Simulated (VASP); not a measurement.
# Ba2Ti2O6F in VASP: single point with PBE

Aim: the single point of Ba2Ti2O6F with PBE.

All numbers are computed with VASP 6.6.1; they aren't measurements. Logs are shortened: lines on timing, memory, paths and dates and some standing lists are left out, and cuts for length are marked.

### 1 The cell of the first run

The cell holds a slab with vacuum, 22 atoms: a = 6.934 Å, b = 8.036 Å, c = 15.221 Å, α = 90.00°, β = 90.00°, γ = 125.29°.

### 2 Single point, PBE

INCAR reads:

```
PREC = Accurate
ENCUT = 520
EDIFF = 1E-6
ISMEAR = 0
SIGMA = 0.05
LREAL = Auto
LASPH = T
NELM = 60
ALGO = Normal
ISIF = 2
LWAVE = F
LCHARG = F
GGA = PE
NBANDS = 104
```

KPOINTS reads:

```
regular mesh
0
Gamma
  3 2 1
```

POSCAR reads:

```
Ba2Ti2O6F
1.0
    6.9337020000      0.0000000000      0.0000000000
   -4.6428310000      6.5586310000      0.0000000000
    0.0000000000      0.0000000000     15.2212000000
Ba Ti O F
4 4 12 2
Direct
    0.0000000000      0.0000000000      0.0656978400
    0.9999999000      0.4999999900      0.0656978400
    0.4722442337      0.2528691000      0.4183746943
    0.4512120693      0.7330151355      0.2997048998
    0.4937498500      0.9906660200      0.0680029200
    0.4937498900      0.4906660300      0.0680029200
    0.9579687688      0.2335994008      0.2661253388
    0.9289152142      0.7146897886      0.2526048953
    0.7614283201      0.1329795777      0.1255252496
    0.4973587700      0.7527556300      0.0666719300
    0.2365261538      0.8709962955      0.1299604064
    0.7611403202      0.6300239777      0.1275733243
    0.4973588000      0.2527556400      0.0666719300
    0.2349465865      0.3687765108      0.1280527554
    0.1940829414      0.3442648402      0.3386822589
    0.9422535178     -0.0365425616      0.2312339433
    0.7043216754      0.1190045650      0.3302265066
    0.1764735159      0.8759330073      0.3447898097
    1.0060024261      0.5131334304      0.2303976825
    0.6962424620      0.5856160920      0.3220898111
    0.4905169497      0.2797975964      0.5696344987
    0.1470008473     -0.2592550615      0.4184145202
```

Potentials or basis: VASP PAW PBE potentials, release 64 (Ba_sv, Ti_sv, O, F).

Run with:

```console
$ cat potpaw_PBE.64/Ba_sv/POTCAR potpaw_PBE.64/Ti_sv/POTCAR potpaw_PBE.64/O/POTCAR potpaw_PBE.64/F/POTCAR > POTCAR
$ mpirun -np 1 vasp_std > vasp.out
```

OUTCAR:

```text
PREC = Accurate
   ENCUT = 520
   EDIFF = 1E-6
   ISMEAR = 0
   LREAL = Auto
   LASPH = T
   NELM = 60
   ISIF = 2
   GGA = PE

 ion  position               nearest neighbor table
   1  0.000  0.000  0.066-  16 2.54  11 2.59   9 2.60  14 2.60  12 2.60  13 2.81  10 2.84   6 3.42
                             5 3.47   5 3.47   8 3.51   6 3.53   7 3.68   2 4.02   2 4.02   4 4.73
   2  1.000  0.500  0.066-  19 2.51   9 2.57  14 2.58  12 2.59  11 2.62  10 2.81  13 2.84   5 3.42
                             6 3.47   6 3.47   8 3.51   5 3.53   7 3.64   1 4.02   1 4.02   4 4.38
   3  0.472  0.253  0.418-  21 2.31  20 2.63  15 2.71  18 2.73  17 2.75   4 4.34   4 4.48
   4  0.451  0.733  0.300-  17 2.57  20 2.59  15 2.62  19 2.73  22 2.81  18 2.82  16 2.97   8 3.47
                             7 3.49   7 3.53   8 3.61   3 4.34   2 4.38   3 4.48   1 4.73
   5  0.494  0.991  0.068-  11 1.74   9 1.75  10 1.93  13 2.09   2 3.42   1 3.47   1 3.47   2 3.53

   6  0.494  0.491  0.068-  14 1.73  12 1.76  13 1.93  10 2.09   1 3.42   2 3.47   2 3.47   1 3.53

   7  0.958  0.234  0.266-  15 1.73  17 1.74  19 2.14  16 2.18   9 2.41   4 3.49   4 3.53   2 3.64
                             1 3.68
   8  0.929  0.715  0.253-  20 1.69  16 1.97  19 2.01  18 2.01  12 2.13   4 3.47   1 3.51   2 3.51
                             4 3.61
   9  0.761  0.133  0.126-   5 1.75   7 2.41   2 2.57   1 2.60
  10  0.497  0.753  0.067-   5 1.93   6 2.09   2 2.81   1 2.84
  11  0.237  0.871  0.130-   5 1.74   1 2.59   2 2.62
  12  0.761  0.630  0.128-   6 1.76   8 2.13   2 2.59   1 2.60
  13  0.497  0.253  0.067-   6 1.93   5 2.09   1 2.81   2 2.84
  14  0.235  0.369  0.128-   6 1.73   2 2.58   1 2.60
  15  0.194  0.344  0.339-   7 1.73   4 2.62   3 2.71
  16  0.942  0.963  0.231-   8 1.97   7 2.18   1 2.54   4 2.97
  17  0.704  0.119  0.330-   7 1.74   4 2.57   3 2.75
  18  0.176  0.876  0.345-  22 1.49   8 2.01   3 2.73   4 2.82
  19  0.006  0.513  0.230-   8 2.01   7 2.14   2 2.51   4 2.73
  20  0.696  0.586  0.322-   8 1.69   4 2.59   3 2.63
  21  0.491  0.280  0.570-   3 2.31
  22  0.147  0.741  0.418-  18 1.49   4 2.81

  LATTYP: Found a simple monoclinic cell.
 ALAT       =     6.9337020000
 B/A-ratio  =     2.1952486565
 C/A-ratio  =     1.0019482046
 COS(beta)  =    -0.3297540899

  Lattice vectors:

 A1 = (   6.9337020000,   0.0000000000,   0.0000000000)
 A2 = (   0.0000000000,   0.0000000000,  15.2212000000)
 A3 = (  -2.2908710000,  -6.5586310000,   0.0000000000)

Analysis of symmetry for initial positions (statically):
=====================================================================
 Subroutine PRICEL returns:
 Original cell was already a primitive cell.

 Routine SETGRP: Setting up the symmetry group for a
 simple monoclinic supercell.

 Subroutine GETGRP returns: Found  1 space group operations
 (whereof  1 operations were pure point group operations)
 out of a pool of  4 trial point group operations.

The static configuration has the point symmetry C_1 .

Analysis of symmetry for dynamics (positions and initial velocities):
=====================================================================
 Subroutine PRICEL returns:
 Original cell was already a primitive cell.

 Routine SETGRP: Setting up the symmetry group for a
 simple monoclinic supercell.

 Subroutine GETGRP returns: Found  1 space group operations
 (whereof  1 operations were pure point group operations)
 out of a pool of  4 trial point group operations.

The dynamic configuration has the point symmetry C_1 .

 Subroutine INISYM returns: Found  1 space group operations
 (whereof  1 operations are pure point group operations),
 and found     1 'primitive' translations

----------------------------------------------------------------------------------------

                                     Primitive cell

  volume of cell :     692.1931

  direct lattice vectors                    reciprocal lattice vectors
     6.933702000  0.000000000  0.000000000     0.144223100  0.102095008  0.000000000
    -4.642831000  6.558631000  0.000000000     0.000000000  0.152470843  0.000000000
     0.000000000  0.000000000 15.221200000     0.000000000  0.000000000  0.065697842

  length of vectors
     6.933702000  8.035640627 15.221200000     0.176702273  0.152470843  0.065697842

  position of ions in fractional coordinates (direct lattice)
     0.000000000  0.000000000  0.065697840
     0.999999900  0.499999990  0.065697840
     0.472244234  0.252869100  0.418374694
     0.451212069  0.733015135  0.299704900
     0.493749850  0.990666020  0.068002920
     0.493749890  0.490666030  0.068002920
[... 14 lines left out ...]
     0.490516950  0.279797596  0.569634499
     0.147000847  0.740744939  0.418414520

  ion indices of the primitive-cell ions
   primitive index   ion index
                 1           1
                 2           2
                 3           3
                 4           4
                 5           5
                 6           6
[... 14 lines left out ...]
                21          21
                22          22

----------------------------------------------------------------------------------------

 KPOINTS: regular mesh

Automatic generation of k-mesh.
 Grid dimensions read from file:
 generate k-points for:    3    2    1

 Generating k-lattice:

  Cartesian coordinates                     Fractional coordinates (reciprocal lattice)
     0.048074367  0.034031669  0.000000000     0.333333333  0.000000000  0.000000000
     0.000000000  0.076235422  0.000000000     0.000000000  0.500000000  0.000000000
     0.000000000  0.000000000  0.065697842     0.000000000  0.000000000  1.000000000

  Length of vectors
     0.058900758  0.076235422  0.065697842

  Shift w.r.t. Gamma in fractional coordinates (k-lattice)
     0.000000000  0.000000000  0.000000000

 Subroutine IBZKPT returns following result:
 ===========================================

 Found      4 irreducible k-points:

 Following reciprocal coordinates:
            Coordinates               Weight
  0.000000  0.000000  0.000000      1.000000
  0.333333  0.000000  0.000000      2.000000
  0.000000  0.500000  0.000000      1.000000
  0.333333  0.500000  0.000000      2.000000
   k-points           NKPTS =      4   k-points in BZ     NKDIM =      4   number of bands    NBANDS=    104
   number of dos      NEDOS =    301   number of ions     NIONS =     22
   total plane-waves  NPLWV = 388800
   dimension x,y,z NGX =    54 NGY =   60 NGZ =  120
   dimension x,y,z NGXF=   108 NGYF=  120 NGZF=  240
   ions per type =               4   4  12   2
   NGX,Y,Z   is equivalent  to a cutoff of  12.95, 12.41, 13.11 a.u.
   NGXF,Y,Z  is equivalent  to a cutoff of  25.89, 24.83, 26.21 a.u.
 SYSTEM =  unknown system
   PREC   = accura    normal or accurate (medium, high low for compatibility)
   ISTART =      0    job   : 0-new  1-cont  2-samecut
   ICHARG =      2    charge: 1-file 2-atom 10-const
   ISPIN  =      1    spin polarized calculation?
   LNONCOLLINEAR =      F non collinear calculations
   LSORBIT =      F    spin-orbit coupling
   LASPH  =      T    aspherical Exc in radial PAW
   ENCUT  =  520.0 eV  38.22 Ry    6.18 a.u.  12.89 14.94 28.30*2*pi/ulx,y,z
   NELM   =     60;   NELMIN=  2; NELMDL= -5     # of ELM steps
   EDIFF  = 0.1E-05   stopping-criterion for ELM
   LREAL  =      T    real-space projection
   EDIFFG = 0.1E-04   stopping-criterion for IOM
   NSW    =      0    number of steps for IOM
   IBRION =     -1    ionic relax: 0-MD 1-quasi-New 2-CG
   NFREE  =      0    steps in history (QN), initial steepest desc. (CG)
   ISIF   =      2    stress and relaxation
   ISYM   =      2    0-nonsym 1-usesym 2-fastsym
   POTIM  = 0.5000    time-step for ionic-motion
   TEBEG  =    0.0;   TEEND  =   0.0 temperature during run
   PSTRESS=    0.0 pullay stress
   NELECT =     174.0000    total number of electrons
   NUPDOWN=      -1.0000    fix difference up-down
   EMIN   =  10.00;   EMAX   =-10.00  energy-range for DOS
   EFERMI =   0.00;   METHOD = LEGACY
   ISMEAR =     0;   SIGMA  =   0.05  broadening in eV -4-tet -1-fermi 0-gaus
   EFERMI_NEDOS =   21; number of points for ismear=-14 and -15
   IALGO  =     38    algorithm
   IMIX   =      4    mixing-type and parameters
     AMIX     =   0.40;   BMIX     =  1.00
     AMIX_MAG =   1.60;   BMIX_MAG =  1.00
  volume/ion in A,a.u.               =      31.46       212.32
  Fermi-wavevector in a.u.,A,eV,Ry     =   1.033195  1.952455 14.524100  1.067491
  Thomas-Fermi vector in A             =   2.167429
   LORBIT       =      0    0 simple, 1 ext, 2 COOP (PROOUT), +10 PAW based schemes
   GGA     = PE    functional components
   LHFCALC =     F    Hartree Fock is set to
   AEXX    =    0.0000 exact exchange contribution
   IVDW    =     0    specifies the selected vdW correction
   LEPSILON=     F    determine dielectric tensor
   LRPA    =     F    only Hartree local field effects (RPA)
 non-spin polarized calculation
 Gauss-broadening in eV      SIGMA  =   0.05
  energy-cutoff  :      520.00
  volume of cell :      692.19
 maximum number of plane-waves:     18656
 NGX is ok and might be reduce to    54
   NGX = 25   NGY = 29   NGZ = 57

 number of electron     173.9999998 magnetization

 Free energy of the ion-electron system (eV)
  ---------------------------------------------------
  ext. energy  EPLUGINS =         0.00000000
  ---------------------------------------------------
  free energy    TOTEN  =      -157.71756411 eV

  energy without entropy =     -157.71756411  energy(sigma->0) =     -157.71756411

 E-fermi :  -0.8676     XC(G=0):  -5.7021

 val. band max:       -1.1950615075   @ k =   0.0000   0.0000   0.0000
 cond. band min:      -0.6148082110   @ k =   0.0000   0.0000   0.0000
 fundamental gap:      0.5802532965
 Fermi energy:        -0.8676487755

 k-point     1 :       0.0000    0.0000    0.0000
  band No.  band energies     occupation
      1     -58.6388      2.00000
      2     -58.4962      2.00000
      3     -57.3452      2.00000
      4     -56.6277      2.00000
      5     -35.1406      2.00000
      6     -35.1203      2.00000
[... 91 lines left out ...]
     98       2.2799      0.00000
     99       2.5078      0.00000

 k-point     2 :       0.3333    0.0000    0.0000
  band No.  band energies     occupation
      1     -58.6388      2.00000
      2     -58.4962      2.00000
      3     -57.3452      2.00000
      4     -56.6277      2.00000
      5     -35.1409      2.00000
      6     -35.1204      2.00000
[... 91 lines left out ...]
     98       2.1162      0.00000
     99       2.2317      0.00000

 k-point     3 :       0.0000    0.5000    0.0000
  band No.  band energies     occupation
      1     -58.6388      2.00000
      2     -58.4962      2.00000
      3     -57.3452      2.00000
      4     -56.6277      2.00000
      5     -35.1408      2.00000
      6     -35.1204      2.00000
[... 91 lines left out ...]
     98       1.9254      0.00000
     99       2.2966      0.00000

 k-point     4 :       0.3333    0.5000    0.0000
  band No.  band energies     occupation
      1     -58.6388      2.00000
      2     -58.4962      2.00000
      3     -57.3452      2.00000
      4     -56.6277      2.00000
      5     -35.1408      2.00000
      6     -35.1204      2.00000
[... 91 lines left out ...]
     98       2.1427      0.00000
     99       2.2542      0.00000
 [bands above 99 left out]

------------------------ aborting loop because EDIFF is reached ----------------------------------------

  FORCE on cell =-STRESS in cart. coord.  units (eV):
  Direction    XX          YY          ZZ          XY          YZ          ZX
  --------------------------------------------------------------------------------------
  -------------------------------------------------------------------------------------
  Total       12.4221133      8.6520412      0.9585495      8.1830587     -0.2056032     -0.0338035
  in kB       28.7527115     20.0263544      2.2186964     18.9408293     -0.4758973     -0.0782430
  external PRESSURE =      16.9992541 kB  Pullay stress =       0.0000000 kB

 VOLUME and BASIS-vectors are now :
 -----------------------------------------------------------------------------
  energy-cutoff  :      520.00
  volume of cell :      692.19
      direct lattice vectors                 reciprocal lattice vectors
     6.933702000  0.000000000  0.000000000     0.144223100  0.102095008  0.000000000
    -4.642831000  6.558631000  0.000000000     0.000000000  0.152470843  0.000000000
     0.000000000  0.000000000 15.221200000     0.000000000  0.000000000  0.065697842

 POSITION                                       TOTAL-FORCE (eV/Angst)
 -----------------------------------------------------------------------------------
      0.00000      0.00000      1.00000        -0.157732      0.045525      0.866520
      4.61229      3.27932      1.00000        -0.153749     -0.138767      0.647647
      2.10037      1.65848      6.36816         0.019654     -0.058966     -0.327702
     -0.27470      4.80758      4.56187        -0.007710      0.021071     -0.066631
     -1.17598      6.49741      1.03509        -0.013408      0.754640      1.758979
      1.14544      3.21810      1.03509         0.154188      0.020141      1.753939
[... 14 lines left out ...]
      2.10205      1.83509      8.67052         0.001493      0.040954      0.436877
     -2.41989      4.85827      6.36877         0.059918     -0.159266      0.222444
 -----------------------------------------------------------------------------------
    total drift:                                0.032202      0.010115     -0.024267

  FREE ENERGIE OF THE ION-ELECTRON SYSTEM (eV)
  ---------------------------------------------------
  free  energy   TOTEN  =      -157.7175641080 eV

  energy  without entropy=     -157.7175641080  energy(sigma->0) =     -157.71756411
```

It took 21 min on 1 thread of Oxide Virtual Turin-like, shared host; peak memory 0.82 GiB.

What came out:

| Item | Value |
| --- | --- |
| Free energy | -157.7176 eV |
| Largest force | 3.185 eV/Å |
| Band gap on the k mesh | 0.58 eV |

Forces in eV/Å, atoms in the order of the input:
```
Ba  -0.158  0.046  0.867
Ba  -0.154 -0.139  0.648
Ba   0.020 -0.059 -0.328
Ba  -0.008  0.021 -0.067
Ti  -0.013  0.755  1.759
Ti   0.154  0.020  1.754
Ti   0.006  0.018 -0.172
Ti   0.096  0.095 -0.119
O   -0.023 -0.034  0.158
O    0.244 -0.455 -2.864
O    0.018 -0.002  0.179
O   -0.042 -0.022  0.134
O   -0.015 -0.163 -3.181
O    0.006 -0.004  0.177
O    0.037 -0.063  0.108
O   -0.007  0.009  0.138
O   -0.063  0.073  0.098
O   -0.118  0.128 -0.184
O   -0.034 -0.038  0.139
O   -0.006 -0.066  0.098
F    0.001  0.041  0.437
F    0.060 -0.159  0.222
```

Caveat: there is no dipole correction, which matters where the two faces differ; spin-orbit coupling is left out, which moves the levels of the heavy elements.
